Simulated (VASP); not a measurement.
Write the native input for VASP 6.6.1 that does the following.

```
Task                   : relaxation of cell and atoms
Functional             : LDA
Potentials or basis    : VASP PAW LDA potentials, release 64 (Nb_sv)
Cutoff                 : 500 eV
k mesh                 : 18 × 18 × 18
Occupations            : gaussian, width 0.1 eV
Spin                   : no spin polarisation
Dipole correction      : no
Further INCAR settings : ALGO = Normal; EDIFF = 1e-07; IBRION = 2; EDIFFG = -0.005; NSW = 70; ISIF = 3
```

The structure of Nb lies in POSCAR:

```
Nb
1.0
   -1.6555580006      1.6555580006      1.6555580006
    1.6555580006     -1.6555580006      1.6555580006
    1.6555580006      1.6555580006     -1.6555580006
Nb
1
Direct
    0.0000000000      0.0000000000      0.0000000000
```

One way to write it, as run:

INCAR

```
SYSTEM = Nb
  PREC = Accurate
  ENCUT = 500
  EDIFF = 1E-7
  ISMEAR = 0
  SIGMA = 0.1
  LREAL = .False.
  LASPH = .True.
  NELM = 120
  ALGO = Normal
  ISIF = 3
  LWAVE = .False.
  LCHARG = .False.
  GGA = CA
  IBRION = 2
  NSW = 70
  EDIFFG = -0.005
  GGA_COMPAT = .False.
  NELMIN = 4
```

KPOINTS

```
Automatic mesh
0
Gamma
  18 18 18
  0 0 0
```

Potentials or basis: VASP PAW LDA potentials, release 64 (Nb_sv).

Launch:

```console
$ cat potpaw_LDA.64/Nb_sv/POTCAR > POTCAR
$ mpirun -np 1 vasp_std > vasp.out
```

It gave:

- Relaxed volume: 17.12 Å³/atom
- Relaxed cell: a = 2.812 Å, b = 2.812 Å, c = 2.812 Å, α = 109.47°, β = 109.47°, γ = 109.47°
- Space group after relaxing (to 0.1 Å): Im-3m (No. 229)
- Energy gained by relaxing: 33.9 meV/atom
- Ionic steps: 4
- Pressure after relaxing: 0.0 GPa
- Band gap on the k mesh: zero (an odd number of electrons rules out a gap without spin polarisation)

Wall time 36 s on 1 thread of Intel(R) Xeon(R) 6975P-C (Granite Rapids), on a shared host, peak memory 0.16 GiB.
